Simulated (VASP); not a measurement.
# SiC (P6_3mc) in VASP: a series of runs, part 2 of 2

VASP 6.6.1.

## (5) Single point, LDA (c/a of the conventional cell at fixed volume 1.5100)

Contents of INCAR:

```
ALGO = Normal
EDIFF = 1E-6
ENCUT = 520
ISIF = 2
ISMEAR = 0
LASPH = T
LCHARG = F
LREAL = F
LWAVE = F
NBANDS = 16
NELM = 60
PREC = Accurate
SIGMA = 0.05
```

Contents of KPOINTS:

```
k-points
0
Gamma
  12 12 6
```

Contents of POSCAR:

```
SiC
1.0
    3.1423316029      0.0000000000      0.0000000000
   -1.5711658015      2.7213389952      0.0000000000
    0.0000000000      0.0000000000      4.7449207204
Si C
2 2
Direct
    0.3333333333      0.6666666667      0.0046041256
    0.6666666667      0.3333333333      0.5046041256
    0.3333333333      0.6666666667      0.4102991467
    0.6666666667      0.3333333333      0.9102991467
```

Run with:

```console
$ cat potpaw_LDA.64/Si/POTCAR potpaw_LDA.64/C/POTCAR > POTCAR
$ mpirun -np 1 vasp_std > vasp.out
```

Wall time 22 s (1 thread of Intel Xeon Platinum 8259CL at 2.50GHz (Skylake/Cascade Lake), shared host); peak memory 0.16 GiB.

The run converged. Its results:

```yaml
Free_energy: -32.8630 eV
Pressure: -1.1 GPa
Largest_force: 1.340 eV/Å
Band_gap_on_the_k_mesh: 0.97 eV, indirect (least direct gap 2.52 eV)
```

Forces on the atoms (eV/Å):
```
Si   0.000  0.000  1.340
Si   0.000  0.000  1.340
C    0.000  0.000 -1.340
C    0.000  0.000 -1.340
```

Stress tensor (GPa, compression positive):
```
-9.69  0.00  0.00
 0.00 -9.69  0.00
 0.00  0.00 16.02
```

Levels at points of the mesh, in eV from the valence-band top:
| k point | band 6 | band 7 | band 8 | band 9 | band 10 | band 11 |
| --- | --- | --- | --- | --- | --- | --- |
| (0.00, 0.00, 0.00) | -1.33 | -1.33 | 0.00 | 2.52 | 4.98 | 4.98 |
| (0.50, 0.00, 0.00) | -4.93 | -3.96 | -2.34 | 0.97 | 4.03 | 5.98 |
| (0.00, 0.00, 0.50) | -2.24 | -2.24 | -2.24 | 3.97 | 3.97 | 5.69 |
| (0.50, 0.00, 0.50) | -3.88 | -2.53 | -2.53 | 2.40 | 2.40 | 4.42 |

Caveat: forces of over 1 eV/Å act on the atoms, so gaps and moduli don't describe the material at rest.

## (6) Single point, LDA (c/a of the conventional cell at fixed volume 1.7289)

Contents of INCAR:

```
SYSTEM = SiC
  PREC = Accurate
  ENCUT = 520
  EDIFF = 1E-6
  ISMEAR = 0
  SIGMA = 0.05
  LREAL = .False.
  LASPH = .True.
  NELM = 100
  ALGO = Normal
  ISIF = 2
  LWAVE = .False.
  LCHARG = .False.
  GGA = CA
  NBANDS = 16
```

Contents of KPOINTS:

```
Automatic mesh
0
Gamma
  12 12 6
  0 0 0
```

Contents of POSCAR:

```
SiC
1.0
    3.0036848971      0.0000000000      0.0000000000
   -1.5018424486      2.6012674258      0.0000000000
    0.0000000000      0.0000000000      5.1930708186
Si C
2 2
Direct
    0.3333333333      0.6666666667      0.0046041256
    0.6666666667      0.3333333333      0.5046041256
    0.3333333333      0.6666666667      0.4252507829
    0.6666666667      0.3333333333      0.9252507829
```

Potentials or basis: VASP PAW LDA potentials, release 64 (Si, C).

Run with:

```console
$ cat potpaw_LDA.64/Si/POTCAR potpaw_LDA.64/C/POTCAR > POTCAR
$ mpirun -np 1 vasp_std > vasp.out
```

OUTCAR:

```text
SYSTEM = SiC
   PREC = Accurate
   ENCUT = 520
   EDIFF = 1E-6
   ISMEAR = 0
   LREAL = .False.
   LASPH = .True.
   NELM = 100
   ISIF = 2
   GGA = CA

 ion  position               nearest neighbor table
   1  0.333  0.667  0.005-   4 1.78   4 1.78   4 1.78   3 2.18   2 3.12   2 3.12   2 3.12   2 3.12
                             2 3.12   2 3.12
   2  0.667  0.333  0.505-   3 1.78   3 1.78   3 1.78   4 2.18   1 3.12   1 3.12   1 3.12   1 3.12
                             1 3.12   1 3.12
   3  0.333  0.667  0.425-   2 1.78   2 1.78   2 1.78   1 2.18
   4  0.667  0.333  0.925-   1 1.78   1 1.78   1 1.78   2 2.18

  LATTYP: Found a hexagonal cell.
 ALAT       =     3.0036848971
 C/A-ratio  =     1.7289000000

  Lattice vectors:

 A1 = (   3.0036848971,   0.0000000000,   0.0000000000)
 A2 = (  -1.5018424486,   2.6012674258,   0.0000000000)
 A3 = (   0.0000000000,   0.0000000000,   5.1930708186)

Analysis of symmetry for initial positions (statically):
=====================================================================
 Subroutine PRICEL returns:
 Original cell was already a primitive cell.

 Routine SETGRP: Setting up the symmetry group for a
 hexagonal supercell.

 Subroutine GETGRP returns: Found 12 space group operations
 (whereof  6 operations were pure point group operations)
[... 171 lines left out ...]
 E-fermi :   9.2145     XC(G=0): -11.6107

 val. band max:        9.0177858340   @ k =   0.0000   0.0000   0.0000
 cond. band min:      11.1938336710   @ k =   0.5000  -0.0000   0.3333
 fundamental gap:      2.1760478371
 Fermi energy:         9.2145268725

 k-point     1 :       0.0000    0.0000    0.0000
  band No.  band energies     occupation
      1      -7.3018      2.00000
      2      -4.3489      2.00000
      3       0.1890      2.00000
      4       6.8626      2.00000
      5       6.8626      2.00000
      6       7.7802      2.00000
[... 433 lines left out ...]
      3       1.2564      2.00000
      4       2.8518      2.00000
      5       3.1100      2.00000
      6       5.3420      2.00000
[... 8 lines left out ...]
     15      18.9625      0.00000
     16      20.3479      0.00000

 [... further k-points ...]
[... 5 lines left out ...]
  --------------------------------------------------------------------------------------
  -------------------------------------------------------------------------------------
  Total        5.7344116      5.7344116     -3.6381606     -0.0000000      0.0000000      0.0000000
  in kB      226.4309690    226.4309690   -143.6576724     -0.0000000      0.0000000      0.0000000
  external PRESSURE =     103.0680886 kB  Pullay stress =       0.0000000 kB

 VOLUME and BASIS-vectors are now :
 -----------------------------------------------------------------------------
  energy-cutoff  :      520.00
  volume of cell :       40.58
      direct lattice vectors                 reciprocal lattice vectors
     3.003684897  0.000000000  0.000000000     0.332924403  0.192213993  0.000000000
    -1.501842449  2.601267426  0.000000000     0.000000000  0.384427987  0.000000000
     0.000000000  0.000000000  5.193070819     0.000000000  0.000000000  0.192564291

 POSITION                                       TOTAL-FORCE (eV/Angst)
 -----------------------------------------------------------------------------------
     -0.00000      1.73418      0.02391         0.000000      0.000000      2.316579
      1.50184      0.86709      2.62044        -0.000000     -0.000000      2.316579
     -0.00000      1.73418      2.20836         0.000000      0.000000     -2.316579
      1.50184      0.86709      4.80489        -0.000000     -0.000000     -2.316579
 -----------------------------------------------------------------------------------
    total drift:                               -0.000000      0.000000      0.000449

  FREE ENERGIE OF THE ION-ELECTRON SYSTEM (eV)
  ---------------------------------------------------
  free  energy   TOTEN  =       -32.3901542640 eV

  energy  without entropy=      -32.3901542640  energy(sigma->0) =      -32.39015426
```

It took 24 s on 1 thread of Intel Xeon Platinum 8259CL at 2.50GHz (Skylake/Cascade Lake), shared host; peak memory 0.16 GiB.

Results:

| Property | Result |
| --- | --- |
| Free energy | -32.3902 eV |
| Pressure | 10.3 GPa |
| Largest force | 2.317 eV/Å |
| Band gap on the k mesh | 2.18 eV, indirect (least direct gap 4.23 eV) |

Forces in eV/Å, atoms in the order of the input:
```
Si   0.000  0.000  2.317
Si   0.000  0.000  2.317
C    0.000  0.000 -2.317
C    0.000  0.000 -2.317
```

Stress tensor (GPa, compression positive):
```
 22.64   0.00   0.00
  0.00  22.64   0.00
  0.00   0.00 -14.37
```

Levels at points of the mesh, in eV from the valence-band top:
```tsv
k point	band 5	band 6	band 7	band 8	band 9	band 10	band 11	band 12
(0.00, 0.00, 0.00)	-2.16	-1.24	-1.24	0.00	4.44	5.09	6.45	6.45
(0.50, 0.00, 0.00)	-5.30	-4.13	-3.09	-2.59	2.37	3.74	5.81	7.83
(0.00, 0.00, 0.50)	-1.72	-1.72	-1.72	-1.72	5.92	5.92	6.99	6.99
(0.50, 0.00, 0.50)	-3.45	-3.45	-2.47	-2.47	2.51	2.51	4.00	4.00
```

Caveat: forces of over 1 eV/Å act on the atoms, so gaps and moduli don't describe the material at rest.

## (7) Overview

```csv
cell,gap on the mesh (eV),pressure (GPa),largest force (eV/Å)
"a = 2.979, b = 2.979, c = 5.280 Å, angles 90.0, 90.0, 120.0°, 4 atoms",2.44,9.5,2.03
"a = 3.113, b = 3.113, c = 4.836 Å, angles 90.0, 90.0, 120.0°, 4 atoms",1.09,16.5,8.68
"a = 3.004, b = 3.004, c = 5.193 Å, angles 90.0, 90.0, 120.0°, 4 atoms",2.18,10.3,2.32
"a = 3.142, b = 3.142, c = 4.745 Å, angles 90.0, 90.0, 120.0°, 4 atoms",0.97,-1.1,1.34
```

Some of these runs hold the atoms at other places in the same cell, which the table doesn't show; runs alike in all that it shows share one row.

Alike in all rows: task single point; level LDA; potentials or basis VASP PAW LDA potentials, release 64 (Si, C); no spin polarisation; k mesh 12 × 12 × 6; cutoff (eV) 520; smearing gaussian 0.05 eV.

Caveats: forces of over 1 eV/Å act on the atoms, so gaps and moduli don't describe the material at rest.

Total energies depend on the potentials used, so only differences within one code and one set of settings carry meaning.
